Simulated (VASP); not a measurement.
Input of a VASP 6.6.1 run:

INCAR

```
ALGO = Normal
EDIFF = 1E-6
ENCUT = 520
GGA = PS
ISIF = 2
ISMEAR = 0
LASPH = True
LCHARG = False
LREAL = False
LWAVE = False
NBANDS = 11
NELM = 100
PREC = Accurate
SIGMA = 0.1
```

File KPOINTS:

```
k-points
0
Gamma
  9 9 9
```

File POSCAR:

```
C
1.0
    1.2294805035      0.7098408996      3.4422202483
   -1.2294805035      0.7098408996      3.4422202483
    0.0000000000     -1.4196817993      3.4422202483
C
2
Direct
    0.1665477711      0.1665477711      0.1665477711
    0.8334522289      0.8334522289      0.8334522289
```

Potentials or basis: VASP PAW PBE potentials, release 64 (C).

Run with:

```console
$ cat potpaw_PBE.64/C/POTCAR > POTCAR
$ mpirun -np 1 vasp_std > vasp.out
```

Problem. Estimate the band gap on the k mesh.

Solution. 0.58 eV, direct.

Problem. Predict the largest force.

Solution. 0.007 eV/Å.

Problem. Predict the pressure.

Solution. 0.8 GPa.

Stress tensor (GPa, compression positive):
```
1.10 0.00 0.00
0.00 1.10 0.00
0.00 0.00 0.20
```

Caveat: the PAW data sets were made with another functional, which shifts forces and pressure a little. A k mesh can miss the band edges.
